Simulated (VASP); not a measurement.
# AlN (Fm-3m) in VASP: a series of runs

AlN is run at these levels: HSE06; tasks: single point.

Everything below comes from runs of VASP 6.6.1. Logs are shortened: lines on timing, memory, paths and dates and some standing lists are left out, and cuts for length are marked.

## Step 1: The cell of the first run

It takes space group Fm-3m (No. 225, cubic). Conventional cell: a = 4.096 Å, b = 4.096 Å, c = 4.096 Å, α = 90.00°, β = 90.00°, γ = 90.00°. Al (site symmetry m-3m) has 6 N at 2.05 Å within 2.7 Å. Within 2.7 Å of N (site symmetry m-3m) lie 6 Al at 2.05 Å.

## Step 2: Single point, HSE06

POSCAR

```
AlN
1.0
    0.0000000000      2.0479920218      2.0479920218
    2.0479920218      0.0000000000      2.0479920218
    2.0479920218      2.0479920218      0.0000000000
Al N
1 1
Direct
    0.5000000000      0.5000000000      0.5000000000
    0.0000000000      0.0000000000      0.0000000000
```

INCAR.step1

```
ALGO = Normal ; EDIFF = 1E-5
ENCUT = 520 ; GGA = PE
ISIF = 2 ; ISMEAR = -1
LASPH = T ; LCHARG = F
LREAL = F ; LWAVE = T
NBANDS = 11 ; NELM = 80
PREC = Accurate ; SIGMA = 0.05
```

INCAR.step2

```
ALGO = Normal ; EDIFF = 1E-6
ENCUT = 520 ; GGA = PE
HFSCREEN = 0.2079 ; ISIF = 2
ISMEAR = -1 ; ISTART = 1
LASPH = T ; LCHARG = F
LHFCALC = T ; LREAL = F
LWAVE = F ; NBANDS = 11
NELM = 80 ; PREC = Accurate
PRECFOCK = Normal ; SIGMA = 0.05
```

KPOINTS

```
k-points
0
Gamma
  6 6 6
```

Potentials or basis: VASP PAW PBE potentials, release 64 (Al, N).

On the command line:

```sh
$ cat potpaw_PBE.64/Al/POTCAR potpaw_PBE.64/N/POTCAR > POTCAR
$ cp INCAR.step1 INCAR
$ mpirun -np 1 vasp_std > vasp.out
$ cp INCAR.step2 INCAR
$ mpirun -np 1 vasp_std > vasp.out
```

OUTCAR:

```text
EDIFF = 1E-6
   ENCUT = 520
   GGA = PE
   HFSCREEN = 0.2079
   ISIF = 2
   ISMEAR = -1
   ISTART = 1
   LASPH = T
   LHFCALC = T
   LREAL = F
   NELM = 80
   PREC = Accurate
   PRECFOCK = Normal

 ion  position               nearest neighbor table
   1  0.500  0.500  0.500-   2 2.05   2 2.05   2 2.05   2 2.05   2 2.05   2 2.05
   2  0.000  0.000  0.000-   1 2.05   1 2.05   1 2.05   1 2.05   1 2.05   1 2.05

  LATTYP: Found a face centered cubic cell.
 ALAT       =     4.0959840436

  Lattice vectors:

 A1 = (   0.0000000000,   2.0479920218,   2.0479920218)
 A2 = (   2.0479920218,   0.0000000000,   2.0479920218)
 A3 = (   2.0479920218,   2.0479920218,   0.0000000000)

Analysis of symmetry for initial positions (statically):
=====================================================================
 Subroutine PRICEL returns:
 Original cell was already a primitive cell.

 Routine SETGRP: Setting up the symmetry group for a
 face centered cubic supercell.

 Subroutine GETGRP returns: Found 48 space group operations
 (whereof 48 operations were pure point group operations)
 out of a pool of 48 trial point group operations.

The static configuration has the point symmetry O_h .

Analysis of symmetry for dynamics (positions and initial velocities):
=====================================================================
 Subroutine PRICEL returns:
 Original cell was already a primitive cell.

 Routine SETGRP: Setting up the symmetry group for a
 face centered cubic supercell.

 Subroutine GETGRP returns: Found 48 space group operations
 (whereof 48 operations were pure point group operations)
 out of a pool of 48 trial point group operations.

The dynamic configuration has the point symmetry O_h .

 Subroutine INISYM returns: Found 48 space group operations
 (whereof 48 operations are pure point group operations),
 and found     1 'primitive' translations

----------------------------------------------------------------------------------------

                                     Primitive cell

  volume of cell :      17.1797

  direct lattice vectors                    reciprocal lattice vectors
     0.000000000  2.047992022  2.047992022    -0.244141576  0.244141576  0.244141576
     2.047992022  0.000000000  2.047992022     0.244141576 -0.244141576  0.244141576
     2.047992022  2.047992022  0.000000000     0.244141576  0.244141576 -0.244141576

  length of vectors
     2.896298093  2.896298093  2.896298093     0.422865614  0.422865614  0.422865614

  position of ions in fractional coordinates (direct lattice)
     0.500000000  0.500000000  0.500000000
     0.000000000  0.000000000  0.000000000

  ion indices of the primitive-cell ions
   primitive index   ion index
                 1           1
                 2           2

----------------------------------------------------------------------------------------

 KPOINTS: k-points

Automatic generation of k-mesh.
 Grid dimensions read from file:
 generate k-points for:    6    6    6

 Generating k-lattice:

  Cartesian coordinates                     Fractional coordinates (reciprocal lattice)
    -0.040690263  0.040690263  0.040690263     0.166666667  0.000000000  0.000000000
     0.040690263 -0.040690263  0.040690263     0.000000000  0.166666667  0.000000000
     0.040690263  0.040690263 -0.040690263     0.000000000  0.000000000  0.166666667

  Length of vectors
     0.070477602  0.070477602  0.070477602

  Shift w.r.t. Gamma in fractional coordinates (k-lattice)
     0.000000000  0.000000000  0.000000000

 Subroutine IBZKPT returns following result:
 ===========================================

 Found     16 irreducible k-points:

 Following reciprocal coordinates:
            Coordinates               Weight
  0.000000  0.000000  0.000000      1.000000
  0.166667  0.000000  0.000000      8.000000
  0.333333  0.000000  0.000000      8.000000
  0.500000  0.000000  0.000000      4.000000
  0.166667  0.166667  0.000000      6.000000
  0.333333  0.166667  0.000000     24.000000
[... 8 lines left out ...]
 -0.333333  0.333333  0.166667     24.000000
 -0.333333  0.500000  0.166667     12.000000
   k-points           NKPTS =     16   k-points in BZ     NKDIM =    216   number of bands    NBANDS=     11
   number of dos      NEDOS =    301   number of ions     NIONS =      2
   total plane-waves  NPLWV =  13824
   dimension x,y,z NGX =    24 NGY =   24 NGZ =   24
   dimension x,y,z NGXF=    48 NGYF=   48 NGZF=   48
   ions per type =               1   1
   NGX,Y,Z   is equivalent  to a cutoff of  13.78, 13.78, 13.78 a.u.
   NGXF,Y,Z  is equivalent  to a cutoff of  27.55, 27.55, 27.55 a.u.
 SYSTEM =  unknown system
   PREC   = accura    normal or accurate (medium, high low for compatibility)
   ISTART =      1    job   : 0-new  1-cont  2-samecut
   ICHARG =      0    charge: 1-file 2-atom 10-const
   ISPIN  =      1    spin polarized calculation?
   LNONCOLLINEAR =      F non collinear calculations
   LSORBIT =      F    spin-orbit coupling
   LASPH  =      T    aspherical Exc in radial PAW
   ENCUT  =  520.0 eV  38.22 Ry    6.18 a.u.   5.39  5.39  5.39*2*pi/ulx,y,z
   NELM   =     80;   NELMIN=  2; NELMDL=  0     # of ELM steps
   EDIFF  = 0.1E-05   stopping-criterion for ELM
   LREAL  =      F    real-space projection
   EDIFFG = 0.1E-04   stopping-criterion for IOM
   NSW    =      0    number of steps for IOM
   IBRION =     -1    ionic relax: 0-MD 1-quasi-New 2-CG
   NFREE  =      0    steps in history (QN), initial steepest desc. (CG)
   ISIF   =      2    stress and relaxation
   ISYM   =      3    0-nonsym 1-usesym 2-fastsym
   POTIM  = 0.5000    time-step for ionic-motion
   TEBEG  =    0.0;   TEEND  =   0.0 temperature during run
   PSTRESS=    0.0 pullay stress
   NELECT =       8.0000    total number of electrons
   NUPDOWN=      -1.0000    fix difference up-down
   EMIN   =  10.00;   EMAX   =-10.00  energy-range for DOS
   EFERMI =   0.00;   METHOD = LEGACY
   ISMEAR =    -1;   SIGMA  =   0.05  broadening in eV -4-tet -1-fermi 0-gaus
   EFERMI_NEDOS =   21; number of points for ismear=-14 and -15
   IALGO  =     38    algorithm
   IMIX   =      1    mixing-type and parameters
     AMIX     =   0.40;   BMIX     =  1.00
     AMIX_MAG =   1.60;   BMIX_MAG =  1.00
  volume/ion in A,a.u.               =       8.59        57.97
  Fermi-wavevector in a.u.,A,eV,Ry     =   1.268917  2.397906 21.907427  1.610150
  Thomas-Fermi vector in A             =   2.401986
   LORBIT       =      0    0 simple, 1 ext, 2 COOP (PROOUT), +10 PAW based schemes
   GGA     = PE    functional components
   LHFCALC =     T    Hartree Fock is set to
   PRECFOCK=normal    Normal, Fast or Accurate (Low or Medium for compatibility)
   ENCUT4O =  -1.0   cutoff for four orbital integrals eV
   NKREDX  =     1    reduce k-point grid by
   NKREDY  =     1    reduce k-point grid by
   NKREDZ  =     1    reduce k-point grid by
   AEXX    =    0.2500 exact exchange contribution
   HFSCREEN=    0.2079 screening length (either q_TF or 0.3 A-1)
   HFSCREENC=   0.2079 screening length for correlation (either q_TF or 0.3 A-1)
   ENCUTFOCK=  -1.0 apply spherical cutoff to Coloumb kernel
   IVDW    =     0    specifies the selected vdW correction
   LEPSILON=     F    determine dielectric tensor
   LRPA    =     F    only Hartree local field effects (RPA)
 non-spin polarized calculation
  energy-cutoff  :      520.00
  volume of cell :       17.18
 maximum number of plane-waves:       475
 NGX is ok and might be reduce to    24
  NGX = 18; NGY = 18; NGZ = 18

 number of electron       8.0000000 magnetization

 Free energy of the ion-electron system (eV)
  ---------------------------------------------------
  ext. energy  EPLUGINS =         0.00000000
  ---------------------------------------------------
  free energy    TOTEN  =       -17.09854539 eV

  energy without entropy =      -17.09854539  energy(sigma->0) =      -17.09854539

 E-fermi :   9.6014     XC(G=0):  -9.9169

 val. band max:        8.6264096775   @ k =   0.0000   0.0000   0.0000
 cond. band min:      14.1921874694   @ k =   0.5000   0.5000   0.0000
 fundamental gap:      5.5657777919
 Fermi energy:         9.6013507865

 k-point     1 :       0.0000    0.0000    0.0000
  band No.  band energies     occupation
      1     -10.2335      2.00000
      2       8.6264      2.00000
      3       8.6264      2.00000
      4       8.6264      2.00000
      5      15.2232      0.00000
      6      22.2760      0.00000
      7      22.2760      0.00000
      8      22.2760      0.00000
      9      27.3508      0.00000
     10      28.0146      0.00000
     11      28.0146      0.00000

 k-point     2 :       0.1667    0.0000    0.0000
  band No.  band energies     occupation
      1      -9.6525      2.00000
      2       6.0825      2.00000
      3       8.3166      2.00000
      4       8.3166      2.00000
      5      16.5166      0.00000
      6      20.8144      0.00000
      7      22.7787      0.00000
      8      22.7787      0.00000
      9      25.6399      0.00000
     10      25.6399      0.00000
     11      27.8720      0.00000

 k-point     3 :       0.3333    0.0000    0.0000
  band No.  band energies     occupation
      1      -8.1160      2.00000
      2       2.0418      2.00000
      3       7.7780      2.00000
      4       7.7780      2.00000
      5      16.2895      0.00000
      6      21.5669      0.00000
      7      21.5669      0.00000
      8      22.2927      0.00000
      9      26.5578      0.00000
     10      28.0626      0.00000
     11      28.0626      0.00000
[... 155 lines left out ...]
 k-point    15 :      -0.3333    0.3333    0.1667
  band No.  band energies     occupation
      1      -6.1154      2.00000
      2       1.5048      2.00000
      3       3.6934      2.00000
      4       5.8312      2.00000
      5      17.9766      0.00000
      6      19.3092      0.00000
      7      21.7566      0.00000
      8      23.1674      0.00000
      9      28.1838      0.00000
     10      29.4094      0.00000
     11      35.0670      0.00000

 k-point    16 :      -0.3333    0.5000    0.1667
  band No.  band energies     occupation
      1      -5.8120      2.00000
      2       1.6983      2.00000
      3       3.9063      2.00000
      4       4.7966      2.00000
      5      16.6533      0.00000
      6      18.3478      0.00000
      7      22.8665      0.00000
      8      23.6514      0.00000
      9      28.2437      0.00000
     10      31.8364      0.00000
     11      35.1600      0.00000

------------------------ aborting loop because EDIFF is reached ----------------------------------------

  FORCE on cell =-STRESS in cart. coord.  units (eV):
  Direction    XX          YY          ZZ          XY          YZ          ZX
  --------------------------------------------------------------------------------------
  -------------------------------------------------------------------------------------
  Total       -1.3199180     -1.3199180     -1.3199180     -0.0000000     -0.0000000      0.0000000
  in kB     -123.0956638   -123.0956638   -123.0956638     -0.0000000     -0.0000000      0.0000000
  external PRESSURE =    -123.0956638 kB  Pullay stress =       0.0000000 kB

 VOLUME and BASIS-vectors are now :
 -----------------------------------------------------------------------------
  energy-cutoff  :      520.00
  volume of cell :       17.18
      direct lattice vectors                 reciprocal lattice vectors
     0.000000000  2.047992022  2.047992022    -0.244141576  0.244141576  0.244141576
     2.047992022  0.000000000  2.047992022     0.244141576 -0.244141576  0.244141576
     2.047992022  2.047992022  0.000000000     0.244141576  0.244141576 -0.244141576

 POSITION                                       TOTAL-FORCE (eV/Angst)
 -----------------------------------------------------------------------------------
      2.04799      2.04799      2.04799        -0.000000      0.000000     -0.000000
      0.00000      0.00000      0.00000         0.000000     -0.000000      0.000000
 -----------------------------------------------------------------------------------
    total drift:                               -0.000000     -0.000000     -0.000000

  FREE ENERGIE OF THE ION-ELECTRON SYSTEM (eV)
  ---------------------------------------------------
  free  energy   TOTEN  =       -17.0985453865 eV

  energy  without entropy=      -17.0985453864  energy(sigma->0) =      -17.09854539
```

Run time: 5.1 min. Hardware: 1 thread of AMD EPYC 7R13, shared host; peak memory 0.21 GiB.

What came out:

| Quantity | Value |
| --- | --- |
| Free energy | -17.0985 eV |
| Pressure | -12.3 GPa |
| Band gap on the k mesh | 5.57 eV (least direct gap 6.60 eV) |

Caveat: the k points lie up to 0.44 Å⁻¹ apart; the PAW data sets were made with another functional, which shifts forces and pressure a little.

(Part 1 of 2 ends here.)
